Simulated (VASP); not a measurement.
Here is a VASP 6.6.1 calculation.

Contents of INCAR:

```
SYSTEM = Si4O7
PREC = Accurate
ENCUT = 520
EDIFF = 1E-6
ISMEAR = 0
SIGMA = 0.05
LREAL = .FALSE.
LASPH = .TRUE.
NELM = 100
ALGO = Normal
ISIF = 2
LWAVE = .FALSE.
LCHARG = .TRUE.
GGA = PS
LELF = .TRUE.
LVHAR = .TRUE.
NBANDS = 40
```

File KPOINTS:

```
Automatic mesh
0
G
  4 4 4
  0 0 0
```

Contents of POSCAR:

```
Si4O7
1.0
    5.0280710683      0.0000000000      0.0000000000
    0.0000000000      5.0280710683      0.0000000000
    0.0000000000      0.0000000000      7.0088699743
Si O
4 7
Direct
    0.2980688188      0.2980688188      0.0000000000
    0.2019311812      0.7980688188      0.2500000000
    0.7019311812      0.7019311812      0.5000000000
    0.7980688188      0.2019311812      0.7500000000
    0.3980464015      0.7395636083      0.4283767439
    0.7604363917      0.8980464015      0.6783767439
    0.6019535985      0.2604363917      0.9283767439
    0.7395636083      0.3980464015      0.5716232561
    0.8980464015      0.7604363917      0.3216232561
    0.2314067788      0.5284709779      0.2200947070
    0.1019535985      0.2395636083      0.8216232561
```

Potentials or basis: VASP PAW PBE potentials, release 64 (Si, O).

Run with:

```console
$ cat potpaw_PBE.64/Si/POTCAR potpaw_PBE.64/O/POTCAR > POTCAR
$ mpirun -np 1 vasp_std > vasp.out
```

Q: Estimate the pressure.

A: 7.3 GPa.

Q: Predict the largest force.

A: 23.795 eV/Å.

Stress tensor (GPa, compression positive):
```
 5.58 -2.32  2.78
-2.32 16.26  7.55
 2.78  7.55  0.09
```

Caveat: the cell differs from its parent crystal (atoms taken out, atom 10 moved 0.250 of the way to it and +0.900 Å across, host rigid); the PAW data sets were made with another functional, which shifts forces and pressure a little.
